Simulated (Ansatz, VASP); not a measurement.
# One calculation of SbPb, two programs

File INCAR:

```
  PREC = Accurate
  ENCUT = 520
  EDIFF = 1E-6
  ISMEAR = 0
  SIGMA = 0.15
  LREAL = F
  LASPH = T
  NELM = 80
  ALGO = Normal
  ISIF = 2
  LWAVE = F
  LCHARG = F
  NBANDS = 16
```

File KPOINTS:

```
regular mesh
0
Gamma
  14 14 14
```

Contents of POSCAR:

```
SbPb
1.0
    0.0000000000      3.1820281618      3.1820281618
    3.1820281618      0.0000000000      3.1820281618
    3.1820281618      3.1820281618      0.0000000000
Sb Pb
1 1
Direct
    0.5000000000      0.5000000000      0.5000000000
    0.0000000000      0.0000000000      0.0000000000
```

Input for Ansatz:

```yaml
crystal:
  lattice:
    - [0.0, 3.1820281618, 3.1820281618]
    - [3.1820281618, 0.0, 3.1820281618]
    - [3.1820281618, 3.1820281618, 0.0]
  atoms:
    - { symbol: Sb, position: [0.5, 0.5, 0.5] }
    - { symbol: Pb, position: [0.0, 0.0, 0.0] }
basis:
  ecutwfc: 420
kpoints:
  mp_grid: { grid: [14, 14, 14] }
hamiltonian:
  xc: lda
scf:
  occupations: { method: gaussian, width: 0.15 }
output:
  forces: true
  stress: true
  eigenvalues: true
```

Alike in both runs: task single point; functional LDA; k mesh 14 × 14 × 14; occupations gaussian, width 0.15 eV; no spin polarisation.

|  | VASP | Ansatz |
| --- | --- | --- |
| version | VASP 6.6.1 | Ansatz 0.2.0 |
| potentials or method | VASP PAW LDA potentials, release 64 (Sb, Pb_d), cutoff 520 eV | scalar-relativistic, plane waves, PAW |
| valence electrons in the cell | 19 | 29 |

```tsv
	VASP	Ansatz	Ansatz less VASP
gap on the k mesh at the Fermi level (eV)	none	none	-
pressure (GPa)	-3.5	-3.5	-0.02
```

LDA's correlation is that of Perdew and Zunger in VASP and of Perdew and Wang (1992) in Ansatz. A gap of «none» marks a metal or a gap that the smearing closes. VASP's potentials hold 19 valence electrons a cell and Ansatz's 29, so a difference there can come from the potentials and not from the codes.

Spin-orbit coupling is off throughout.
